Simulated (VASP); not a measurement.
# Si2Ge3 (P-3m1) in VASP: further runs

The runs below take Si2Ge3 through single point, with PBE.

Everything below comes from runs of VASP 6.6.1. Logs are shortened: lines on timing, memory, paths and dates and some standing lists are left out, and cuts for length are marked.

**1. The cell of the first run**

Symmetry: P-3m1, No. 164, trigonal system. Conventional cell: a = 2.905 Å, b = 2.905 Å, c = 24.152 Å, α = 90.00°, β = 90.00°, γ = 120.00°. Si (site symmetry 3m) has 6 Si at 2.90 Å and 6 Ge at 2.94 Å within 3.8 Å. Si (site symmetry 3m) has 9 Si at 2.90 to 2.94 Å and 3 Ge at 2.94 Å within 3.8 Å. Ge (site symmetry 3m) has 9 Ge at 2.90 to 2.94 Å and 3 Si at 2.94 Å within 3.8 Å. Ge (site symmetry 3m) has 9 Ge at 2.90 to 2.94 Å and 3 Si at 2.94 Å within 3.8 Å. Within 3.8 Å of Ge (site symmetry 3m) lie 9 Ge at 2.90 to 2.94 Å and 3 Si at 2.94 Å.

**2. Single point, PBE**

File INCAR:

```
SYSTEM = Si2Ge3
ALGO = Normal
EDIFF = 1E-6
ENCUT = 520
GGA = PE
ISIF = 2
ISMEAR = 0
LASPH = .TRUE.
LCHARG = .FALSE.
LREAL = .FALSE.
LWAVE = .FALSE.
NBANDS = 61
NELM = 100
PREC = Accurate
SIGMA = 0.1
```

File KPOINTS:

```
k-points
0
G
  6 6 1
  0 0 0
```

File POSCAR:

```
Si2Ge3
1.0
    2.9048256100      0.0000000000      0.0000000000
   -1.4524128100      2.5156527700      0.0000000000
    0.0000000000      0.0000000000     24.1518407400
Si Ge
4 6
Direct
    0.6666666700      0.3333333300      0.1500000000
    0.6666666700      0.3333333300      0.5500000000
    0.3333333300      0.6666666700      0.8500000000
    0.3333333300      0.6666666700      0.4500000000
    0.6666666700      0.3333333300      0.9500000000
    0.6666666700      0.3333333300      0.3500000000
    0.6666666700      0.3333333300      0.7500000000
    0.3333333300      0.6666666700      0.0500000000
    0.3333333300      0.6666666700      0.2500000000
    0.3333333300      0.6666666700      0.6500000000
```

Potentials or basis: VASP PAW PBE potentials, release 64 (Si, Ge_d).

The run is started by

```
$ cat potpaw_PBE.64/Si/POTCAR potpaw_PBE.64/Ge_d/POTCAR > POTCAR
$ mpirun -np 1 vasp_std > vasp.out
```

OUTCAR:

```text
SYSTEM = Si2Ge3
   EDIFF = 1E-6
   ENCUT = 520
   GGA = PE
   ISIF = 2
   ISMEAR = 0
   LASPH = .TRUE.
   LREAL = .FALSE.
   NELM = 100
   PREC = Accurate

 ion  position               nearest neighbor table
   1  0.667  0.333  0.150-   8 2.94   9 2.94   8 2.94   9 2.94   8 2.94   9 2.94
   2  0.667  0.333  0.550-   4 2.94  10 2.94   4 2.94  10 2.94   4 2.94  10 2.94
   3  0.333  0.667  0.850-   5 2.94   7 2.94   5 2.94   7 2.94   5 2.94   7 2.94
   4  0.333  0.667  0.450-   2 2.94   6 2.94   2 2.94   6 2.94   2 2.94   6 2.94
   5  0.667  0.333  0.950-   3 2.94   3 2.94   3 2.94
   6  0.667  0.333  0.350-   4 2.94   4 2.94   4 2.94
   7  0.667  0.333  0.750-   3 2.94   3 2.94   3 2.94
   8  0.333  0.667  0.050-   1 2.94   1 2.94   1 2.94
   9  0.333  0.667  0.250-   1 2.94   1 2.94   1 2.94
  10  0.333  0.667  0.650-   2 2.94   2 2.94   2 2.94

  LATTYP: Found a hexagonal cell.
 ALAT       =     2.9048256100
 C/A-ratio  =     8.3143857782

  Lattice vectors:

 A1 = (   2.9048256100,   0.0000000000,   0.0000000000)
 A2 = (  -1.4524128100,   2.5156527700,   0.0000000000)
 A3 = (   0.0000000000,   0.0000000000,  24.1518407400)

Analysis of symmetry for initial positions (statically):
=====================================================================
 Subroutine PRICEL returns:
 Original cell was already a primitive cell.

 Routine SETGRP: Setting up the symmetry group for a
 hexagonal supercell.

 Subroutine GETGRP returns: Found 12 space group operations
 (whereof 12 operations were pure point group operations)
 out of a pool of 24 trial point group operations.

The static configuration has the point symmetry D_3d.

Analysis of symmetry for dynamics (positions and initial velocities):
=====================================================================
 Subroutine PRICEL returns:
 Original cell was already a primitive cell.

 Routine SETGRP: Setting up the symmetry group for a
 hexagonal supercell.

 Subroutine GETGRP returns: Found 12 space group operations
 (whereof 12 operations were pure point group operations)
 out of a pool of 24 trial point group operations.

The dynamic configuration has the point symmetry D_3d.

 Subroutine INISYM returns: Found 12 space group operations
 (whereof 12 operations are pure point group operations),
 and found     1 'primitive' translations

[... 99 lines left out ...]
   ISYM   =      2    0-nonsym 1-usesym 2-fastsym
   POTIM  = 0.5000    time-step for ionic-motion
   TEBEG  =    0.0;   TEEND  =   0.0 temperature during run
   PSTRESS=    0.0 pullay stress
   NELECT =     100.0000    total number of electrons
   NUPDOWN=      -1.0000    fix difference up-down
   EMIN   =  10.00;   EMAX   =-10.00  energy-range for DOS
   EFERMI =   0.00;   METHOD = LEGACY
   ISMEAR =     0;   SIGMA  =   0.10  broadening in eV -4-tet -1-fermi 0-gaus
   EFERMI_NEDOS =   21; number of points for ismear=-14 and -15
   IALGO  =     38    algorithm
   IMIX   =      4    mixing-type and parameters
     AMIX     =   0.40;   BMIX     =  1.00
     AMIX_MAG =   1.60;   BMIX_MAG =  1.00
  volume/ion in A,a.u.               =      17.65       119.10
  Fermi-wavevector in a.u.,A,eV,Ry     =   1.354673  2.559961 24.968584  1.835139
  Thomas-Fermi vector in A             =   2.481825
   LORBIT       =      0    0 simple, 1 ext, 2 COOP (PROOUT), +10 PAW based schemes
   GGA     = PE    functional components
   LHFCALC =     F    Hartree Fock is set to
   AEXX    =    0.0000 exact exchange contribution
   IVDW    =     0    specifies the selected vdW correction
   LEPSILON=     F    determine dielectric tensor
   LRPA    =     F    only Hartree local field effects (RPA)
 non-spin polarized calculation
 Gauss-broadening in eV      SIGMA  =   0.10
  energy-cutoff  :      520.00
  volume of cell :      176.49
 maximum number of plane-waves:      4841
 NGX is ok and might be reduce to    24
   NGX = 11   NGY = 11   NGZ = 89

 number of electron     100.0000000 magnetization

 number of electron      99.9999920 magnetization

 Free energy of the ion-electron system (eV)
  ---------------------------------------------------
  ext. energy  EPLUGINS =         0.00000000
  ---------------------------------------------------
  free energy    TOTEN  =       -43.50032797 eV

  energy without entropy =      -43.45558309  energy(sigma->0) =      -43.47795553

 E-fermi :   7.7130     XC(G=0): -11.1450

 val. band max:        7.6877048204   @ k =   0.1667   0.1667   0.0000
 cond. band min:       7.7546700667   @ k =   0.3333   0.1667   0.0000
 fundamental gap:      0.0669652463
 Fermi energy:         7.7129898229

 k-point     1 :       0.0000    0.0000    0.0000
  band No.  band energies     occupation
      1     -17.1819      2.00000
      2     -17.1819      2.00000
      3     -17.1727      2.00000
      4     -17.1727      2.00000
      5     -17.1727      2.00000
      6     -17.1727      2.00000
[... 437 lines left out ...]
     60       7.9883      0.00010
     61       8.4304      0.00000

------------------------ aborting loop because EDIFF is reached ----------------------------------------

  FORCE on cell =-STRESS in cart. coord.  units (eV):
  Direction    XX          YY          ZZ          XY          YZ          ZX
  --------------------------------------------------------------------------------------
  -------------------------------------------------------------------------------------
  Total       -0.0729876     -0.0729876      1.0415200      0.0000000     -0.0000000      0.0000000
  in kB       -0.6625809     -0.6625809      9.4549058      0.0000000     -0.0000000      0.0000000
  external PRESSURE =       2.7099147 kB  Pullay stress =       0.0000000 kB

 VOLUME and BASIS-vectors are now :
 -----------------------------------------------------------------------------
  energy-cutoff  :      520.00
  volume of cell :      176.49
      direct lattice vectors                 reciprocal lattice vectors
     2.904825610  0.000000000  0.000000000     0.344254745  0.198755571  0.000000000
    -1.452412810  2.515652770  0.000000000     0.000000000  0.397511140  0.000000000
     0.000000000  0.000000000 24.151840740     0.000000000  0.000000000  0.041404712

 POSITION                                       TOTAL-FORCE (eV/Angst)
 -----------------------------------------------------------------------------------
      1.45241      0.83855      3.62278        -0.000000     -0.000000     -0.032736
      1.45241      0.83855     13.28351        -0.000000     -0.000000     -0.363367
     -0.00000      1.67710     20.52906        -0.000000      0.000000      0.032736
     -0.00000      1.67710     10.86833        -0.000000      0.000000      0.363367
      1.45241      0.83855     22.94425        -0.000000      0.000000     -0.348201
      1.45241      0.83855      8.45314         0.000000     -0.000000      0.362790
      1.45241      0.83855     18.11388         0.000000     -0.000000      0.344361
     -0.00000      1.67710      1.20759         0.000000      0.000000      0.348201
     -0.00000      1.67710      6.03796        -0.000000      0.000000     -0.344361
     -0.00000      1.67710     15.69870        -0.000000      0.000000     -0.362790
 -----------------------------------------------------------------------------------
    total drift:                                0.000000      0.000000     -0.000000

  FREE ENERGIE OF THE ION-ELECTRON SYSTEM (eV)
  ---------------------------------------------------
  free  energy   TOTEN  =       -43.5003279748 eV

  energy  without entropy=      -43.4555830949  energy(sigma->0) =      -43.47795553
```

OSZICAR:

```text
N       E                     dE             d eps       ncg     rms          rms(c)
DAV:   1     0.117259972827E+04    0.11726E+04   -0.43616E+04  1022   0.407E+03
DAV:   2     0.192835476001E+03   -0.97976E+03   -0.94491E+03   854   0.108E+03
[... 10 lines left out ...]
DAV:  13    -0.435003616282E+02    0.95018E-03   -0.48027E-03  1180   0.799E-01    0.680E-02
DAV:  14    -0.435003846594E+02   -0.23031E-04   -0.60550E-04  1103   0.277E-01    0.862E-02
DAV:  15    -0.435003736084E+02    0.11051E-04   -0.77163E-05  1029   0.126E-01    0.749E-02
DAV:  16    -0.435003268358E+02    0.46773E-04   -0.10787E-04  1156   0.171E-01    0.187E-02
DAV:  17    -0.435003265827E+02    0.25308E-06   -0.50001E-05  1191   0.155E-01    0.939E-03
DAV:  18    -0.435003275311E+02   -0.94843E-06   -0.10910E-05  1098   0.360E-02    0.919E-03
DAV:  19    -0.435003279748E+02   -0.44373E-06   -0.25215E-06   676   0.203E-02
   1 F= -.43500328E+02 E0= -.43477956E+02  d E =-.447449E-01
```

stdout:

```text
POSCAR found type information on POSCAR SiGe
 POSCAR found :  2 types and      10 ions
 scaLAPACK will be used
 LDA part: xc-table for (Slater+PW92), standard interpolation
 POSCAR, INCAR and KPOINTS ok, starting setup
 FFT: planning ... GRIDC
 FFT: planning ... GRID_SOFT
 FFT: planning ... GRID
 WAVECAR not read
 entering main loop
```

Wall time 2.1 min (1 thread of Intel Xeon Platinum 8259CL at 2.50GHz (Skylake/Cascade Lake), shared host); peak memory 0.32 GiB.

Results:

* Free energy: -43.5003 eV
* Pressure: 0.3 GPa
* Largest force: 0.363 eV/Å
* Band gap on the k mesh: zero (bands 50 and 51 overlap by 9.22 eV)

Forces in eV/Å, atoms in the order of the input:
```
Si   0.000  0.000 -0.033
Si   0.000  0.000 -0.363
Si   0.000  0.000  0.033
Si   0.000  0.000  0.363
Ge   0.000  0.000 -0.348
Ge   0.000  0.000  0.363
Ge   0.000  0.000  0.344
Ge   0.000  0.000  0.348
Ge   0.000  0.000 -0.344
Ge   0.000  0.000 -0.363
```

Caveat: the k points lie up to 0.42 Å⁻¹ apart, too coarse for converged energies and pressures of a metal.

**3. Single point, PBE**

This run uses another cell than the first one, of 17.56 Å³/atom.

File INCAR:

```
SYSTEM = Si2Ge3
ALGO     = Normal         ! electronic algorithm
EDIFF    = 1E-6           ! SCF threshold, eV
ENCUT    = 520            ! plane-wave cutoff, eV
GGA      = PE             ! functional
ISIF     = 2              ! what is computed and relaxed
ISMEAR   = 0              ! smearing method
LASPH    = .True.         ! aspherical terms in the spheres
LCHARG   = .False.        ! write CHGCAR
LREAL    = .False.        ! projectors in reciprocal space
LWAVE    = .False.        ! write WAVECAR
NBANDS   = 61             ! bands
NELM     = 80             ! most SCF steps
PREC     = Accurate       ! precision mode
SIGMA    = 0.1            ! smearing width, eV
```

File KPOINTS:

```
k-points
0
Gamma
  12 12 2
  0 0 0
```

File POSCAR:

```
Si2Ge3
1.0
    2.9478920650      0.0000000029      0.0000000000
   -1.4739460351      2.5529494145      0.0000000000
    0.0000000000      0.0000000000     23.3372085010
Si Ge
4 6
Direct
    0.6666666667      0.3333333333      0.1509790913
    0.6666666667      0.3333333333      0.5442395460
    0.3333333333      0.6666666667      0.8490209087
    0.3333333333      0.6666666667      0.4557604540
    0.6666666667      0.3333333333      0.9444511651
    0.6666666667      0.3333333333      0.3571414619
    0.6666666667      0.3333333333      0.7533492053
    0.3333333333      0.6666666667      0.0555488349
    0.3333333333      0.6666666667      0.2466507947
    0.3333333333      0.6666666667      0.6428585381
```

Potentials or basis: VASP PAW PBE potentials, release 64 (Si, Ge_d).

The run is started by

```
$ cat potpaw_PBE.64/Si/POTCAR potpaw_PBE.64/Ge_d/POTCAR > POTCAR
$ mpirun -np 1 vasp_std > vasp.out
```

It took 14 min on 1 thread of Intel Xeon Platinum 8259CL at 2.50GHz (Skylake/Cascade Lake), shared host; peak memory 0.47 GiB.

Results (log left out):

| Quantity | Value |
| --- | --- |
| Free energy | -44.3247 eV |
| Pressure | 0.0 GPa |
| Largest force | 0.006 eV/Å |
| Band gap on the k mesh | zero (bands 50 and 51 overlap by 9.08 eV) |

Forces in eV/Å, atoms in the order of the input:
```
Si   0.000  0.000 -0.001
Si   0.000  0.000 -0.006
Si   0.000  0.000  0.001
Si   0.000  0.000  0.006
Ge   0.000  0.000 -0.001
Ge   0.000  0.000  0.000
Ge   0.000  0.000 -0.001
Ge   0.000  0.000  0.001
Ge   0.000  0.000  0.001
Ge   0.000  0.000  0.000
```

Levels at points of the mesh, in eV from the Fermi level:
| k point | band 46 | band 47 | band 48 | band 49 | band 50 | band 51 | band 52 | band 53 | band 54 | band 55 |
| --- | --- | --- | --- | --- | --- | --- | --- | --- | --- | --- |
| (0.00, 0.00, 0.00) | 3.57 | 3.88 | 5.97 | 5.97 | 6.53 | 6.53 | 6.64 | 6.64 | 7.36 | 7.36 |
| (0.50, 0.00, 0.00) | -3.71 | -2.76 | -2.53 | -1.91 | -1.24 | -1.09 | 0.95 | 1.08 | 1.33 | 2.04 |
| (0.00, 0.00, 0.50) | 1.84 | 5.28 | 5.97 | 5.97 | 6.24 | 6.53 | 6.53 | 6.65 | 6.65 | 7.34 |
| (0.50, 0.00, 0.50) | -3.39 | -2.77 | -2.67 | -1.83 | -1.68 | -0.20 | -0.08 | 1.53 | 1.60 | 2.04 |

The gap in the log of VASP goes by the Fermi energy; the results here count the filled bands.